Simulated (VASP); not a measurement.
Runs of VASP 6.6.1 on Mg2ZnO3. The structure is that of space group P-3m1 (No. 164), or close to it. The cells are those of the table. 

```csv
task,level,potentials or basis,cell,cutoff (eV),gap on the mesh (eV),pressure (GPa),relaxed volume (Å³/atom),largest force (eV/Å)
relaxation of cell and atoms,PBEsol,"VASP PAW PBE potentials, release 64 (Mg, Zn, O)","relaxed from a = 3.030, b = 3.030, c = 7.395 Å, angles 90.0, 90.0, 120.0°, 6 atoms",600,3.05,0.0,9.46,-
single point,r2SCAN,"VASP PAW PBE potentials, release 64 (Mg, Zn, O)","a = 2.991, b = 2.991, c = 7.306 Å, angles 90.0, 90.0, 120.0°, 6 atoms",520,3.87,-0.3,-,0.10
single point,PBEsol,"VASP PAW PBE potentials, release 64 (Mg, Zn, O)","a = 2.997, b = 2.997, c = 7.307 Å, angles 90.0, 90.0, 120.0°, 6 atoms",520,(a),0.1,-,0.07
single point,LDA,"VASP PAW LDA potentials, release 64 (Mg, Zn, O)","a = 2.959, b = 2.959, c = 7.212 Å, angles 90.0, 90.0, 120.0°, 6 atoms",520,3.37,(c),-,0.09
relaxation of cell and atoms,LDA,"VASP PAW LDA potentials, release 64 (Mg, Zn, O)","relaxed from a = 3.030, b = 3.030, c = 7.395 Å, angles 90.0, 90.0, 120.0°, 6 atoms",600,(b),0.0,9.05,-
```

Alike in all rows: no spin polarisation; k mesh 12 × 12 × 4; smearing fermi-dirac 0.02 eV.

Task: Fill in the values left out.

Result: (a) 3.04; (b) 3.43; (c) -0.9.

Caveats: the PAW data sets were made with another functional, which shifts forces and pressure a little (at least some runs).

A k mesh can miss the band edges.
